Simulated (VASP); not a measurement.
Runs of VASP 6.6.1 on Zr. The structure is that of space group Im-3m (No. 229), or close to it. The cells are those of the table. 

```tsv
task	cell	gap on the mesh (eV)	pressure (GPa)
electric field gradients	a = 3.156 Å, angles 109.5°, 1 atom	none	(a)
single point	a = 3.114 Å, angles 109.5°, 1 atom	none	-8.1
electric field gradients	a = 3.176 Å, angles 109.5°, 1 atom	none	-11.9
electric field gradients	a = 3.114 Å, angles 109.5°, 1 atom	none	-8.1
electric field gradients	a = 3.145 Å, angles 109.5°, 1 atom	none	-10.1
electric field gradients	a = 3.135 Å, angles 109.5°, 1 atom	none	-9.5
electric field gradients	a = 3.125 Å, angles 109.5°, 1 atom	none	-8.8
electric field gradients	a = 3.093 Å, angles 109.5°, 1 atom	none	(b)
```

Alike in all rows: level LDA; potentials or basis VASP PAW LDA potentials, release 64 (Zr_sv); no spin polarisation; k mesh 16 × 16 × 16; cutoff (eV) 520; smearing fermi-dirac 0.03 eV.

Question: Fill in the values left out.

Answer: (a) -10.8; (b) -6.6.

A k mesh can miss the band edges, and the runs leave out spin-orbit coupling on Zr.

A gap of «none» marks levels without a gap at the run's occupations.
